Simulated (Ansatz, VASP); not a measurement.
## One calculation of SiO2, two programs

INCAR

```
ALGO = Normal ; EDIFF = 1E-6
ENCUT = 520 ; GGA = PE
ISIF = 2 ; ISMEAR = 0
LASPH = True ; LCHARG = True
LELF = True ; LREAL = False
LVHAR = True ; LWAVE = False
NBANDS = 25 ; NELM = 60
PREC = Accurate ; SIGMA = 0.05
```

KPOINTS

```
k-points
0
Gamma
  6 6 6
```

POSCAR

```
SiO2
1.0
   -2.5762035013      2.5762035013      3.5049211370
    2.5762035013     -2.5762035013      3.5049211370
    2.5762035013      2.5762035013     -3.5049211370
Si O
2 4
Direct
    0.0000000000      0.0000000000      0.0000000000
    0.7500000000      0.2500000000      0.5000000000
    0.9670112602      0.6250000000      0.8420112602
    0.3750000000      0.2170112602      0.3420112602
    0.7829887398      0.1250000000      0.1579887398
    0.8750000000      0.0329887398      0.6579887398
```

Input for Ansatz:

```yaml
crystal:
  lattice:
    - [-2.5762035013, 2.5762035013, 3.504921137]
    - [2.5762035013, -2.5762035013, 3.504921137]
    - [2.5762035013, 2.5762035013, -3.504921137]
  atoms:
    - { symbol: Si, position: [0.0, 0.0, 0.0] }
    - { symbol: Si, position: [0.75, 0.25, 0.5] }
    - { symbol: O, position: [0.9670112602, 0.625, 0.8420112602] }
    - { symbol: O, position: [0.375, 0.2170112602, 0.3420112602] }
    - { symbol: O, position: [0.7829887398, 0.125, 0.1579887398] }
    - { symbol: O, position: [0.875, 0.0329887398, 0.6579887398] }
basis:
  ecutwfc: 420
kpoints:
  mp_grid: { grid: [6, 6, 6] }
hamiltonian:
  xc: pbe
scf:
  occupations: { method: gaussian, width: 0.05 }
output:
  forces: true
  stress: true
  eigenvalues: true
```

Change from the starting cell: strain +0.025 along x and y, -0.050 along z, atoms carried along.

Alike in both runs: task single point; functional PBE; k mesh 6 × 6 × 6; occupations gaussian, width 0.05 eV; no spin polarisation.

```csv
,VASP,Ansatz
version,VASP 6.6.1,Ansatz 0.2.0
potentials or method,"VASP PAW PBE potentials, release 64 (Si, O), cutoff 520 eV","scalar-relativistic, plane waves, PAW"
valence electrons in the cell,32,32
```

```csv
,VASP,Ansatz,Ansatz less VASP
gap on the k mesh at the Fermi level (eV),5.72,5.72,+0.002
least direct gap on the mesh (eV),5.72,5.72,+0.002
pressure (GPa),-0.1,-0.2,-0.09
"traceless stress, the component that is largest in VASP (GPa)",2.44,2.43,-0.008
rms of the force components (eV/Å),0.034,0.033,-0.0016
```

Atom by atom the forces differ by 0.002 eV/Å (rms over components).
